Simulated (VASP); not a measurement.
Input of a VASP 6.6.1 run:

The input INCAR:

```
SYSTEM = Ta
PREC = Accurate ; ENCUT = 500
EDIFF = 1E-6 ; ISMEAR = 1
SIGMA = 0.1 ; LREAL = .False.
LASPH = .True. ; NELM = 120
ALGO = Normal ; ISIF = 2
LWAVE = .False. ; LCHARG = .True.
GGA = PE ; LELF = .True.
LVHAR = .True. ; NBANDS = 78
GGA_COMPAT = .False.
```

File KPOINTS:

```
regular mesh
0
Gamma
  2 3 3
  0 0 0
```

POSCAR

```
Ta
1.0
   -4.9538400000      4.9538400000      4.9538400000
    3.3025600000     -3.3025600000      3.3025600000
    3.3025600000      3.3025600000     -3.3025600000
Ta
12
Direct
    0.0000000000      0.0000000000      0.0000000000
    0.0000000000      0.0000000000      0.5000000000
    0.0000000000      0.5000000000      0.0000000000
    0.0000000000      0.5000000000      0.5000000000
    0.3333333333      0.0000000000      0.0000000000
    0.3333333333      0.0000000000      0.5000000000
    0.3333333333      0.5000000000      0.0000000000
    0.3333333333      0.5000000000      0.5000000000
    0.6666666667      0.0000000000      0.0000000000
    0.6666666667      0.0000000000      0.5000000000
    0.6666666667      0.5000000000      0.0000000000
    0.6666666667      0.5000000000      0.5000000000
```

Potentials or basis: VASP PAW PBE potentials, release 64 (Ta_pv).

The run is started by

```console
$ cat potpaw_PBE.64/Ta_pv/POTCAR > POTCAR
$ mpirun -np 1 vasp_std > vasp.out
```

Problem. Predict the band gap on the k mesh.

Solution. Zero (bands 66 and 67 overlap by 1.03 eV).

Problem. Estimate the pressure.

Solution. 6.1 GPa.

Caveat: the k points lie up to 0.45 Å⁻¹ apart, too coarse for converged energies and pressures of a metal; spin-orbit coupling is left out, which moves the levels of the heavy elements.
